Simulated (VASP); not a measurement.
# Si3N4 (P6_3/m) in VASP: further runs, part 2 of 2

VASP 6.6.1. Earlier steps stand in the parts before.

## (3) Electric field gradients, r2SCAN

POSCAR

```
Si3N4
1.0
    7.6272000000      0.0000000000      0.0000000000
   -3.8136000000      6.6053489597      0.0000000000
    0.0000000000      0.0000000000      2.9182000000
Si N
6 8
Direct
    0.1742805507      0.7681923184      0.2500000000
    0.4060882323      0.1742805507      0.7500000000
    0.2318076816      0.4060882323      0.2500000000
    0.8257194493      0.2318076816      0.7500000000
    0.5939117677      0.8257194493      0.2500000000
    0.7681923184      0.5939117677      0.7500000000
    0.3333333333      0.6666666667      0.2500000000
    0.6666666667      0.3333333333      0.7500000000
    0.3297421632      0.0301949436      0.2500000000
    0.2995472196      0.3297421632      0.7500000000
    0.9698050564      0.2995472196      0.2500000000
    0.6702578368      0.9698050564      0.7500000000
    0.7004527804      0.6702578368      0.2500000000
    0.0301949436      0.7004527804      0.7500000000
```

INCAR.step1

```
SYSTEM = Si3N4
  PREC = Accurate
  ENCUT = 520
  ISMEAR = -1
  SIGMA = 0.02
  LREAL = .FALSE.
  LASPH = .TRUE.
  NELM = 80
  NBANDS = 45
  GGA = PE
  ALGO = Normal
  EDIFF = 1E-4
  LWAVE = .TRUE.
  LCHARG = .FALSE.
```

INCAR.step2

```
SYSTEM = Si3N4
  PREC = Accurate
  ENCUT = 520
  EDIFF = 1E-8
  ISMEAR = -1
  SIGMA = 0.02
  LREAL = .FALSE.
  LASPH = .TRUE.
  NELM = 80
  ALGO = Normal
  ISIF = 2
  LWAVE = .FALSE.
  LCHARG = .FALSE.
  METAGGA = R2SCAN
  LMIXTAU = .TRUE.
  LEFG = .TRUE.
  NBANDS = 45
  ISTART = 1
```

KPOINTS

```
regular mesh
0
G
  4 4 9
  0 0 0
```

Potentials or basis: VASP PAW PBE potentials, release 64 (Si, N).

Command:

```sh
$ cat potpaw_PBE.64/Si/POTCAR potpaw_PBE.64/N/POTCAR > POTCAR
$ cp INCAR.step1 INCAR
$ mpirun -np 1 vasp_std > vasp.out
$ cp INCAR.step2 INCAR
$ mpirun -np 1 vasp_std > vasp.out
```

OUTCAR:

```text
SYSTEM = Si3N4
   PREC = Accurate
   ENCUT = 520
   EDIFF = 1E-8
   ISMEAR = -1
   LREAL = .FALSE.
   LASPH = .TRUE.
   NELM = 80
   ISIF = 2
   METAGGA = R2SCAN
   ISTART = 1

 ion  position               nearest neighbor table
   1  0.174  0.768  0.250-   7 1.74   9 1.74  14 1.74  14 1.74   3 3.01   5 3.01   2 3.06   2 3.06
                             6 3.06   6 3.06
   2  0.406  0.174  0.750-   8 1.74  10 1.74   9 1.74   9 1.74   6 3.01   4 3.01   1 3.06   1 3.06
                             3 3.06   3 3.06
   3  0.232  0.406  0.250-   7 1.74  11 1.74  10 1.74  10 1.74   5 3.01   1 3.01   2 3.06   2 3.06
                             4 3.06   4 3.06
   4  0.826  0.232  0.750-   8 1.74  12 1.74  11 1.74  11 1.74   6 3.01   2 3.01   5 3.06   5 3.06
                             3 3.06   3 3.06
   5  0.594  0.826  0.250-   7 1.74  13 1.74  12 1.74  12 1.74   3 3.01   1 3.01   4 3.06   4 3.06
                             6 3.06   6 3.06
   6  0.768  0.594  0.750-   8 1.74  14 1.74  13 1.74  13 1.74   2 3.01   4 3.01   5 3.06   5 3.06
                             1 3.06   1 3.06
   7  0.333  0.667  0.250-   1 1.74   5 1.74   3 1.74
   8  0.667  0.333  0.750-   4 1.74   2 1.74   6 1.74
   9  0.330  0.030  0.250-   1 1.74   2 1.74   2 1.74
  10  0.300  0.330  0.750-   2 1.74   3 1.74   3 1.74
  11  0.970  0.300  0.250-   3 1.74   4 1.74   4 1.74
  12  0.670  0.970  0.750-   4 1.74   5 1.74   5 1.74
  13  0.700  0.670  0.250-   5 1.74   6 1.74   6 1.74
  14  0.030  0.700  0.750-   6 1.74   1 1.74   1 1.74

  LATTYP: Found a hexagonal cell.
[... 1211 lines left out ...]
  12     -47.200    20.958    26.242     2.456     0.000    -0.000
  13       1.792   -28.033    26.241   -30.742    -0.000    -0.000
  14       6.046   -32.287    26.241    28.285    -0.000    -0.000
---------------------------------------------------------------------

 Electric field gradients after diagonalization (V/A^2)
 (convention: |V_zz| > |V_xx| > |V_yy|)
----------------------------------------------------------------------
 ion       V_xx      V_yy      V_zz     asymmetry (V_yy - V_xx)/ V_zz
----------------------------------------------------------------------
   1      -5.694    -3.776     9.470       0.203
   2      -5.694    -3.776     9.470       0.203
   3      -5.694    -3.776     9.470       0.203
   4      -5.694    -3.776     9.470       0.203
   5      -5.694    -3.776     9.470       0.203
   6      -5.694    -3.776     9.470       0.203
   7      23.707    23.706   -47.413       0.000
   8      23.707    23.706   -47.413       0.000
   9      26.242    21.047   -47.288       0.110
  10      26.241    21.047   -47.288       0.110
  11      26.241    21.047   -47.288       0.110
  12      26.242    21.047   -47.288       0.110
  13      26.241    21.047   -47.288       0.110
  14      26.241    21.047   -47.288       0.110
----------------------------------------------------------------------

           NMR quadrupolar parameters

 Cq : quadrupolar parameter    Cq=e*Q*V_zz/h
 eta: asymmetry parameters     (V_yy - V_xx)/ V_zz
 Q  : nuclear electric quadrupole moment in mb (millibarn)
----------------------------------------------------------------------
 ion       Cq(MHz)       eta       Q (mb)
----------------------------------------------------------------------
   1       0.023       0.203       1.000
   2       0.023       0.203       1.000
   3       0.023       0.203       1.000
   4       0.023       0.203       1.000
   5       0.023       0.203       1.000
   6       0.023       0.203       1.000
   7      -0.115       0.000       1.000
   8      -0.115       0.000       1.000
   9      -0.114       0.110       1.000
  10      -0.114       0.110       1.000
  11      -0.114       0.110       1.000
  12      -0.114       0.110       1.000
  13      -0.114       0.110       1.000
  14      -0.114       0.110       1.000
----------------------------------------------------------------------
```

OUTCAR.step1:

```text
SYSTEM = Si3N4
   PREC = Accurate
   ENCUT = 520
   ISMEAR = -1
   LREAL = .FALSE.
   LASPH = .TRUE.
[... 1211 lines left out ...]
      1.41374      6.40590      2.18865        -0.007626     -0.014060      0.000000
      2.78640      4.42729      0.72955         0.008363     -0.013634      0.000000
     -2.44094      4.62674      2.18865         0.015989      0.000426     -0.000000
 -----------------------------------------------------------------------------------
    total drift:                               -0.000000      0.000000     -0.000000

  FREE ENERGIE OF THE ION-ELECTRON SYSTEM (eV)
  ---------------------------------------------------
  free  energy   TOTEN  =      -114.5292644176 eV

  energy  without entropy=     -114.5292644176  energy(sigma->0) =     -114.52926442
```

It took 7.5 min on 1 thread of Intel Xeon Platinum 8259CL at 2.50GHz (Skylake/Cascade Lake), shared host; peak memory 0.35 GiB.

Results:

- Free energy: -144.1516 eV
- Pressure: -2.9 GPa
- Largest force: 0.054 eV/Å
- Band gap on the k mesh: 4.95 eV (least direct gap 5.14 eV)
- Largest electric field gradient by atom: Si +9.5; N -47.4, -47.3 (each value once) V/Å²

Forces on the atoms (eV/Å):
```
Si   0.003  0.044  0.000
Si  -0.037  0.024  0.000
Si  -0.040 -0.020  0.000
Si  -0.003 -0.044  0.000
Si   0.037 -0.024  0.000
Si   0.040  0.020  0.000
N    0.000  0.000  0.000
N    0.000  0.000  0.000
N    0.018  0.051  0.000
N   -0.035  0.041  0.000
N   -0.053 -0.010  0.000
N   -0.018 -0.051  0.000
N    0.035 -0.041  0.000
N    0.053  0.010  0.000
```

Stress tensor (GPa, compression positive):
```
-2.54  0.00  0.00
 0.00 -2.54  0.00
 0.00  0.00 -3.53
```

Levels at points of the mesh, in eV from the valence-band top:
| k point | band 30 | band 31 | band 32 | band 33 | band 34 | band 35 |
| --- | --- | --- | --- | --- | --- | --- |
| (0.00, 0.00, 0.00) | -0.45 | -0.37 | -0.19 | 4.95 | 5.22 | 5.52 |
| (0.50, 0.00, 0.00) | -0.76 | -0.32 | -0.25 | 5.23 | 5.34 | 5.51 |

Electric field gradients, principal values (V/Å²):
```tsv
atom	least	middle	greatest (by size)
1 Si	-3.776	-5.694	9.470
2 Si	-3.776	-5.694	9.470
3 Si	-3.776	-5.694	9.470
4 Si	-3.776	-5.694	9.470
5 Si	-3.776	-5.694	9.470
6 Si	-3.776	-5.694	9.470
7 N	23.706	23.707	-47.413
8 N	23.706	23.707	-47.413
9 N	21.047	26.242	-47.288
10 N	21.047	26.241	-47.288
11 N	21.047	26.241	-47.288
12 N	21.047	26.242	-47.288
13 N	21.047	26.241	-47.288
14 N	21.047	26.241	-47.288
```

Caveat: without QUAD_EFG the Cq values of the log hold for a quadrupole moment of 1 mb, not for the nuclei; the PAW data sets were made with another functional, which shifts forces and pressure a little. A k mesh can miss the band edges.
